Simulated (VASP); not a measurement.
# Si2B3 (P-6m2) in VASP: a series of runs

Runs on Si2B3. Level: PBE. Tasks: relaxation of cell and atoms, single point.

Program: VASP 6.6.1. These are calculated values, not measurements. Logs are shortened: lines on timing, memory, paths and dates and some standing lists are left out, and cuts for length are marked.

### Step 1. The cell of the first run

Symmetry: P-6m2, No. 187, hexagonal system. The conventional cell has a = 3.620 Å, b = 3.620 Å, c = 4.445 Å, α = 90.00°, β = 90.00°, γ = 120.00°. Si (site symmetry -6m2) has 8 B at 2.22 to 2.36 Å within 2.9 Å. Within 2.8 Å of Si (site symmetry -6m2) lie 9 B at 2.09 to 2.38 Å. B (site symmetry 3m) has 5 B at 2.18 to 2.38 Å and 6 Si at 2.36 to 2.38 Å within 2.9 Å. Within 2.8 Å of B (site symmetry -6m2) lie 5 Si at 2.09 to 2.22 Å and 6 B at 2.38 Å.

The cell was generated, and may not be a known phase.

### Step 2. Relaxation of cell and atoms, PBE

The input, INCAR:

```
PREC = Accurate
ENCUT = 500
EDIFF = 1E-7
ISMEAR = 0
SIGMA = 0.2
LREAL = F
LASPH = T
NELM = 120
ALGO = Normal
ISIF = 3
LWAVE = F
LCHARG = F
GGA = PE
IBRION = 2
NSW = 36
EDIFFG = -0.08
GGA_COMPAT = F
NELMIN = 4
```

The input, KPOINTS:

```
regular mesh
0
Gamma
  5 5 4
```

The input, POSCAR:

```
Si2B3
1.0
    3.6195167300      0.0000000000      0.0000000000
   -1.8097583700      3.1345934400      0.0000000000
    0.0000000000      0.0000000000      4.4446353900
Si B
2 3
Direct
    0.6666666700      0.3333333300      0.5000000000
    0.3333333300      0.6666666700      0.0000000000
    0.0000000000      0.0000000000      0.7454000100
    0.0000000000      0.0000000000      0.2545999900
    0.6666666700      0.3333333300      0.0000000000
```

Potentials or basis: VASP PAW PBE potentials, release 64 (Si, B).

Command:

```bash
cat potpaw_PBE.64/Si/POTCAR potpaw_PBE.64/B/POTCAR > POTCAR
mpirun -np 1 vasp_std > vasp.out
```

OUTCAR:

```text
PREC = Accurate
   ENCUT = 500
   EDIFF = 1E-7
   ISMEAR = 0
   LREAL = F
   LASPH = T
   NELM = 120
   ISIF = 3
   GGA = PE
   IBRION = 2
   NSW = 36
   EDIFFG = -0.08
   NELMIN = 4

 ion  position               nearest neighbor table
   1  0.667  0.333  0.500-   5 2.22   5 2.22   3 2.36   4 2.36   3 2.36   4 2.36   3 2.36   4 2.36
                             2 3.05   2 3.05   2 3.05   2 3.05   2 3.05   2 3.05
   2  0.333  0.667  0.000-   5 2.09   5 2.09   5 2.09   3 2.38   4 2.38   4 2.38   3 2.38   4 2.38
                             3 2.38   1 3.05   1 3.05   1 3.05   1 3.05   1 3.05   1 3.05
   3  0.000  0.000  0.745-   1 2.36   1 2.36   1 2.36   2 2.38   2 2.38   2 2.38
   4  0.000  0.000  0.255-   1 2.36   1 2.36   1 2.36   2 2.38   2 2.38   2 2.38
   5  0.667  0.333  0.000-   2 2.09   2 2.09   2 2.09   1 2.22   1 2.22

  LATTYP: Found a hexagonal cell.
 ALAT       =     3.6195167300
 C/A-ratio  =     1.2279637647

  Lattice vectors:

 A1 = (   3.6195167300,   0.0000000000,   0.0000000000)
 A2 = (  -1.8097583700,   3.1345934400,   0.0000000000)
 A3 = (   0.0000000000,   0.0000000000,   4.4446353900)

Analysis of symmetry for initial positions (statically):
=====================================================================
 Subroutine PRICEL returns:
 Original cell was already a primitive cell.

 Routine SETGRP: Setting up the symmetry group for a
 hexagonal supercell.

 Subroutine GETGRP returns: Found 12 space group operations
 (whereof 12 operations were pure point group operations)
 out of a pool of 24 trial point group operations.

The static configuration has the point symmetry D_3h.

Analysis of symmetry for dynamics (positions and initial velocities):
=====================================================================
 Subroutine PRICEL returns:
 Original cell was already a primitive cell.

 Routine SETGRP: Setting up the symmetry group for a
 hexagonal supercell.

 Subroutine GETGRP returns: Found 12 space group operations
 (whereof 12 operations were pure point group operations)
 out of a pool of 24 trial point group operations.

The dynamic configuration has the point symmetry D_3h.

 Subroutine INISYM returns: Found 12 space group operations
 (whereof 12 operations are pure point group operations),
 and found     1 'primitive' translations

----------------------------------------------------------------------------------------

                                     Primitive cell

  volume of cell :      50.4276

  direct lattice vectors                    reciprocal lattice vectors
     3.619516730  0.000000000  0.000000000     0.276279977  0.159510320  0.000000000
    -1.809758370  3.134593440  0.000000000     0.000000000  0.319020638  0.000000000
     0.000000000  0.000000000  4.444635390     0.000000000  0.000000000  0.224990334

  length of vectors
     3.619516730  3.619516735  4.444635390     0.319020639  0.319020638  0.224990334

  position of ions in fractional coordinates (direct lattice)
     0.666666670  0.333333330  0.500000000
     0.333333330  0.666666670  0.000000000
     0.000000000  0.000000000  0.745400010
     0.000000000  0.000000000  0.254599990
     0.666666670  0.333333330  0.000000000

  ion indices of the primitive-cell ions
   primitive index   ion index
                 1           1
                 2           2
                 3           3
                 4           4
                 5           5

----------------------------------------------------------------------------------------

 KPOINTS: regular mesh

Automatic generation of k-mesh.
 Grid dimensions read from file:
 generate k-points for:    5    5    4

 Generating k-lattice:

  Cartesian coordinates                     Fractional coordinates (reciprocal lattice)
     0.055255995  0.031902064  0.000000000     0.200000000  0.000000000  0.000000000
     0.000000000  0.063804128  0.000000000     0.000000000  0.200000000  0.000000000
     0.000000000  0.000000000  0.056247583     0.000000000  0.000000000  0.250000000

  Length of vectors
     0.063804128  0.063804128  0.056247583

  Shift w.r.t. Gamma in fractional coordinates (k-lattice)
     0.000000000  0.000000000  0.000000000

 Subroutine IBZKPT returns following result:
 ===========================================

 Found     15 irreducible k-points:

 Following reciprocal coordinates:
            Coordinates               Weight
  0.000000  0.000000  0.000000      1.000000
  0.200000 -0.000000  0.000000      6.000000
  0.400000 -0.000000  0.000000      6.000000
  0.200000  0.200000  0.000000      6.000000
  0.400000  0.200000  0.000000      6.000000
  0.000000  0.000000  0.250000      2.000000
  0.200000 -0.000000  0.250000     12.000000
  0.400000 -0.000000  0.250000     12.000000
  0.200000  0.200000  0.250000     12.000000
  0.400000  0.200000  0.250000     12.000000
  0.000000  0.000000  0.500000      1.000000
  0.200000 -0.000000  0.500000      6.000000
  0.400000 -0.000000  0.500000      6.000000
  0.200000  0.200000  0.500000      6.000000
  0.400000  0.200000  0.500000      6.000000
   k-points           NKPTS =     15   k-points in BZ     NKDIM =     15   number of bands    NBANDS=     12
   number of dos      NEDOS =    301   number of ions     NIONS =      5
   total plane-waves  NPLWV =  25088
   dimension x,y,z NGX =    28 NGY =   28 NGZ =   32
   dimension x,y,z NGXF=    56 NGYF=   56 NGZF=   64
   ions per type =               2   3
   NGX,Y,Z   is equivalent  to a cutoff of  12.86, 12.86, 11.97 a.u.
   NGXF,Y,Z  is equivalent  to a cutoff of  25.72, 25.72, 23.94 a.u.
 SYSTEM =  unknown system
   PREC   = accura    normal or accurate (medium, high low for compatibility)
   ISTART =      0    job   : 0-new  1-cont  2-samecut
   ICHARG =      2    charge: 1-file 2-atom 10-const
   ISPIN  =      1    spin polarized calculation?
   LNONCOLLINEAR =      F non collinear calculations
   LSORBIT =      F    spin-orbit coupling
   LASPH  =      T    aspherical Exc in radial PAW
   ENCUT  =  500.0 eV  36.75 Ry    6.06 a.u.   6.60  6.60  8.10*2*pi/ulx,y,z
   NELM   =    120;   NELMIN=  4; NELMDL= -5     # of ELM steps
   EDIFF  = 0.1E-06   stopping-criterion for ELM
   LREAL  =      F    real-space projection
   EDIFFG = -.8E-01   stopping-criterion for IOM
   NSW    =     36    number of steps for IOM
   IBRION =      2    ionic relax: 0-MD 1-quasi-New 2-CG
   NFREE  =      1    steps in history (QN), initial steepest desc. (CG)
   ISIF   =      3    stress and relaxation
   ISYM   =      2    0-nonsym 1-usesym 2-fastsym
   POTIM  = 0.5000    time-step for ionic-motion
   TEBEG  =    0.0;   TEEND  =   0.0 temperature during run
   PSTRESS=    0.0 pullay stress
   NELECT =      17.0000    total number of electrons
   NUPDOWN=      -1.0000    fix difference up-down
   EMIN   =  10.00;   EMAX   =-10.00  energy-range for DOS
   EFERMI =   0.00;   METHOD = LEGACY
   ISMEAR =     0;   SIGMA  =   0.20  broadening in eV -4-tet -1-fermi 0-gaus
   EFERMI_NEDOS =   21; number of points for ismear=-14 and -15
   IALGO  =     38    algorithm
   IMIX   =      4    mixing-type and parameters
     AMIX     =   0.40;   BMIX     =  1.00
     AMIX_MAG =   1.60;   BMIX_MAG =  1.00
  volume/ion in A,a.u.               =      10.09        68.06
  Fermi-wavevector in a.u.,A,eV,Ry     =   1.139380  2.153115 17.662895  1.298186
  Thomas-Fermi vector in A             =   2.276083
   LORBIT       =      0    0 simple, 1 ext, 2 COOP (PROOUT), +10 PAW based schemes
   GGA     = PE    functional components
   LHFCALC =     F    Hartree Fock is set to
   AEXX    =    0.0000 exact exchange contribution
   IVDW    =     0    specifies the selected vdW correction
   LEPSILON=     F    determine dielectric tensor
   LRPA    =     F    only Hartree local field effects (RPA)
 conjugate gradient relaxation of ions
 non-spin polarized calculation
 Gauss-broadening in eV      SIGMA  =   0.20
  energy-cutoff  :      500.00
  volume of cell :       50.43
 maximum number of plane-waves:      1300
 NGX is ok and might be reduce to    28

--------------------------------------- Ionic step        1  -------------------------------------------

 number of electron      16.9999999 magnetization

 Free energy of the ion-electron system (eV)
  ---------------------------------------------------
  ext. energy  EPLUGINS =         0.00000000
  ---------------------------------------------------
  free energy    TOTEN  =       -24.41559762 eV

  energy without entropy =      -24.38560157  energy(sigma->0) =      -24.40059960

------------------------ aborting loop because EDIFF is reached ----------------------------------------

  FORCE on cell =-STRESS in cart. coord.  units (eV):
  Direction    XX          YY          ZZ          XY          YZ          ZX
  --------------------------------------------------------------------------------------
  -------------------------------------------------------------------------------------
  Total        0.8153716      0.8153716     -4.9414567     -0.0000000      0.0000000      0.0000000
  in kB       25.9058730     25.9058731   -156.9992673     -0.0000000      0.0000000      0.0000000
  external PRESSURE =     -35.0625071 kB  Pullay stress =       0.0000000 kB
[... 98 lines left out ...]
  FREE ENERGIE OF THE ION-ELECTRON SYSTEM (eV)
  ---------------------------------------------------
  free  energy   TOTEN  =       -24.8668884434 eV

  energy  without entropy=      -24.8275724079  energy(sigma->0) =      -24.84723043

[... ionic steps 4 to 24 ...]

--------------------------------------- Ionic step       25  -------------------------------------------

 number of electron      17.0000002 magnetization

------------------------ aborting loop because EDIFF is reached ----------------------------------------

  FORCE on cell =-STRESS in cart. coord.  units (eV):
  Direction    XX          YY          ZZ          XY          YZ          ZX
  --------------------------------------------------------------------------------------
  -------------------------------------------------------------------------------------
  Total        0.3943549      0.3943549     -0.0629657     -0.0000000     -0.0000000      0.0000000
  in kB       11.0776931     11.0776931     -1.7687480     -0.0000000     -0.0000000      0.0000000
  external PRESSURE =       6.7955460 kB  Pullay stress =       0.0000000 kB
[... 63 lines left out ...]
  energy  without entropy=      -26.3101145277  energy(sigma->0) =      -26.32603518

--------------------------------------- Ionic step       27  -------------------------------------------

 number of electron      17.0000001 magnetization

 Free energy of the ion-electron system (eV)
  ---------------------------------------------------
  ext. energy  EPLUGINS =         0.00000000
  ---------------------------------------------------
  free energy    TOTEN  =       -26.34179667 eV

  energy without entropy =      -26.30864179  energy(sigma->0) =      -26.32521923

 E-fermi :   7.0996     XC(G=0): -10.8182

 val. band max:        7.0769512805   @ k =   0.2000   0.2000   0.0000
 cond. band min:       7.2105729328   @ k =   0.4000   0.2000   0.5000
 fundamental gap:      0.1336216523
 Fermi energy:         7.0996472281

 k-point     1 :       0.0000    0.0000    0.0000
  band No.  band energies     occupation
      1      -7.3447      2.00000
      2      -4.2507      2.00000
      3      -1.2746      2.00000
      4       4.7708      2.00000
      5       4.7708      2.00000
      6       6.4609      1.99999
      7       6.4609      1.99999
      8       6.5504      1.99990
      9       7.9896      0.00000
     10      10.0518      0.00000
     11      10.5750      0.00000
     12      10.9276      0.00000
[... 240 lines left out ...]
  FREE ENERGIE OF THE ION-ELECTRON SYSTEM (eV)
  ---------------------------------------------------
  free  energy   TOTEN  =       -26.3417966718 eV

  energy  without entropy=      -26.3086417927  energy(sigma->0) =      -26.32521923

 reached required accuracy - stopping structural energy minimisation
```

It took 3.2 min on 1 thread of Intel Xeon Platinum 8259CL at 2.50GHz (Skylake/Cascade Lake), shared host; peak memory 0.16 GiB.

Results:

```yaml
Free_energy: -26.3418 eV
Relaxed_volume: 11.51 Å³/atom
Relaxed_cell: a = 3.367 Å, b = 3.367 Å, c = 5.860 Å, α = 90.00°, β = 90.00°, γ = 120.00°
Space_group_after_relaxing_to_0.1_Å: P-6m2 (No. 187)
Energy_gained_by_relaxing: 385.2 meV/atom
Ionic_steps: 27
Pressure_after_relaxing: -0.5 GPa
Largest_force_after_relaxing: 0.030 eV/Å
Band_gap_on_the_k_mesh: zero (an odd number of electrons rules out a gap without spin polarisation)
```

Forces on the atoms (eV/Å):
```
Si   0.000  0.000  0.000
Si   0.000  0.000  0.000
B    0.000  0.000 -0.030
B    0.000  0.000  0.030
B    0.000  0.000  0.000
```

Stress tensor (GPa, compression positive):
```
-0.98  0.00  0.00
 0.00 -0.98  0.00
 0.00  0.00  0.53
```

The path:
```
step  energy change (eV)  largest force (eV/Å)  pressure (GPa)  volume (Å³)
   1              0.0000                1.2407           -3.51        50.43
   2             -0.3352                1.2749           -0.11        48.78
   3             -0.4513                1.0416            4.39        47.32
   4             -0.4542                0.7976            6.02        46.92
   5             -0.4821                1.1014            2.84        49.08
   6             -0.5170                0.1236            3.64        48.21
   7             -0.5859                0.4993           -2.94        50.38
   8             -0.5905                0.6706           -4.53        50.98
   9             -0.6587                0.8841           -5.18        51.18
  10             -0.9229                1.0773           -5.76        51.64
  11             -1.4430                0.6653            0.73        52.05
  12             -0.6739                5.2070           35.86        51.01
  13             -1.4931                2.1313            7.11        52.03
  14             -1.3904                3.8792           19.17        51.70
  15             -1.4693                3.3068           14.39        51.86
  16             -1.4830                3.2631           14.56        51.96
  17             -1.5214                3.1631           15.19        52.25
  18             -1.5473                2.9970           17.12        52.79
  19             -1.5799                2.8201           16.32        52.95
  20             -1.6675                2.3202           13.99        53.45
  21             -1.8004                1.4480            9.69        54.45
  22             -1.9203                0.1096            2.35        56.48
  23             -1.9243                0.1045            1.07        56.90
  24             -1.9244                0.1460            0.81        56.98
  25             -1.9250                0.1346            0.68        57.04
  26             -1.9264                0.1000            0.29        57.20
  27             -1.9262                0.0296           -0.48        57.54
```

Final structure:
```yaml
crystal:
  lattice:
    - [3.36707, 0.00000, 0.00000]
    - [-1.68354, 2.91597, 0.00000]
    - [0.00000, 0.00000, 5.86009]
  atoms:
    - { symbol: Si, position: [0.66667, 0.33333, 0.50000] }
    - { symbol: Si, position: [0.33333, 0.66667, 0.00000] }
    - { symbol: B, position: [0.00000, 0.00000, 0.64566] }
    - { symbol: B, position: [0.00000, 0.00000, 0.35434] }
    - { symbol: B, position: [0.66667, 0.33333, 0.00000] }
```

Caveat: the k points lie up to 0.43 Å⁻¹ apart in the final cell, too coarse for converged energies and pressures of a metal; a cell axis changed by over 15 % at a fixed basis, so the end point is rough.

### Step 3. Single point, PBE

This run uses another cell than the first one: it holds 10 atoms, not 5.

The input, INCAR:

```
SYSTEM = Si2B3
PREC = Accurate ; ENCUT = 500
EDIFF = 1E-6 ; ISMEAR = 0
SIGMA = 0.2 ; LREAL = .FALSE.
LASPH = .TRUE. ; NELM = 120
ALGO = Normal ; ISIF = 2
LWAVE = .FALSE. ; LCHARG = .FALSE.
GGA = PE ; NBANDS = 28
GGA_COMPAT = .FALSE.
```

The input, KPOINTS:

```
Automatic mesh
0
G
  3 3 4
  0 0 0
```

The input, POSCAR:

```
Si2B3
1.0
    6.4137437199      0.0000000033      0.0000000000
   -3.2068718628      5.5544649931      0.0000000000
    0.0000000000      0.0000000000      3.2706007288
Si B
4 6
Direct
    0.5302627104      0.4697372896      0.0000000000
    0.5302627104      1.0605254207      0.0000000000
   -0.0605254207      0.4697372896      0.0000000000
    0.3333333333      0.6666666667      0.5000000000
    0.1561326160      0.8438673840      0.2529479358
    0.1561326160      0.3122652321      0.2529479358
    0.6877347679      0.8438673840      0.2529479358
    0.1561326160      0.8438673840      0.7470520642
    0.1561326160      0.3122652321      0.7470520642
    0.6877347679      0.8438673840      0.7470520642
```

Potentials or basis: VASP PAW PBE potentials, release 64 (Si, B).

Command:

```bash
cat potpaw_PBE.64/Si/POTCAR potpaw_PBE.64/B/POTCAR > POTCAR
mpirun -np 1 vasp_std > vasp.out
```

It took 26 s on 1 thread of Intel Xeon Platinum 8259CL at 2.50GHz (Skylake/Cascade Lake), shared host; peak memory 0.22 GiB.

It converged, with:

```
Free energy            : -55.0209 eV
Pressure               : 0.5 GPa
Largest force          : 0.057 eV/Å
Band gap on the k mesh : zero (bands 17 and 18 overlap by 2.13 eV)
```

Forces in eV/Å, atoms in the order of the input:
```
Si   0.007 -0.004  0.000
Si   0.000  0.008  0.000
Si  -0.007 -0.004  0.000
Si   0.000  0.000  0.000
B    0.010 -0.006 -0.056
B    0.000  0.012 -0.056
B   -0.010 -0.006 -0.056
B    0.010 -0.006  0.056
B    0.000  0.012  0.056
B   -0.010 -0.006  0.056
```

Stress tensor (GPa, compression positive):
```
0.64 0.00 0.00
0.00 0.64 0.00
0.00 0.00 0.22
```

Levels at points of the mesh, in eV from the Fermi level:
```csv
k point,band 14,band 15,band 16,band 17,band 18,band 19,band 20,band 21
"(0.00, 0.00, 0.00)",-2.07,0.64,0.64,1.07,1.07,1.33,1.33,1.33
"(0.00, 0.00, 0.50)",-2.37,-1.62,0.70,0.70,0.73,0.73,0.88,2.67
```

Caveat: the k points lie up to 0.48 Å⁻¹ apart, too coarse for converged energies and pressures of a metal.

The gap in the log of VASP goes by the Fermi energy; the results here count the filled bands.